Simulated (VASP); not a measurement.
Set up this calculation in VASP 6.6.1, as the native input.

| Quantity | Value |
| --- | --- |
| Task | single point |
| Functional | PBE |
| Potentials or basis | VASP PAW PBE potentials, release 64 (Ta_pv) |
| Cutoff | 520 eV |
| k mesh | 12 × 12 × 12 |
| Occupations | fermi-dirac, width 0.1 eV |
| Spin | no spin polarisation |
| Dipole correction | no |
| Further INCAR settings | ALGO = Normal; EDIFF = 1e-07; NBANDS = 12 |

The structure of Ta lies in POSCAR:

```
Ta
1.0
   -1.6289626696      1.6289626696      1.6289626696
    1.6289626696     -1.6289626696      1.6289626696
    1.6289626696      1.6289626696     -1.6289626696
Ta
1
Direct
    0.0000000000      0.0000000000      0.0000000000
```

One way to write it, as run:

INCAR

```
SYSTEM = Ta
PREC     = Accurate       ! precision mode
ENCUT    = 520            ! plane-wave cutoff, eV
EDIFF    = 1E-7           ! SCF threshold, eV
ISMEAR   = -1             ! smearing method
SIGMA    = 0.1            ! smearing width, eV
LREAL    = .False.        ! projectors in reciprocal space
LASPH    = .True.         ! aspherical terms in the spheres
NELM     = 80             ! most SCF steps
ALGO     = Normal         ! electronic algorithm
ISIF     = 2              ! what is computed and relaxed
LWAVE    = .False.        ! write WAVECAR
LCHARG   = .False.        ! write CHGCAR
GGA      = PE             ! functional
NBANDS   = 12             ! bands
```

KPOINTS

```
regular mesh
0
Gamma
  12 12 12
  0 0 0
```

Potentials or basis: VASP PAW PBE potentials, release 64 (Ta_pv).

Run with:

```console
$ cat potpaw_PBE.64/Ta_pv/POTCAR > POTCAR
$ mpirun -np 1 vasp_std > vasp.out
```

It gave:

```json
{
  "Pressure": "11.9 GPa"
}
```

It took 16 s on 1 thread of Intel Xeon 8259CL (shared host), peak memory 0.15 GiB.
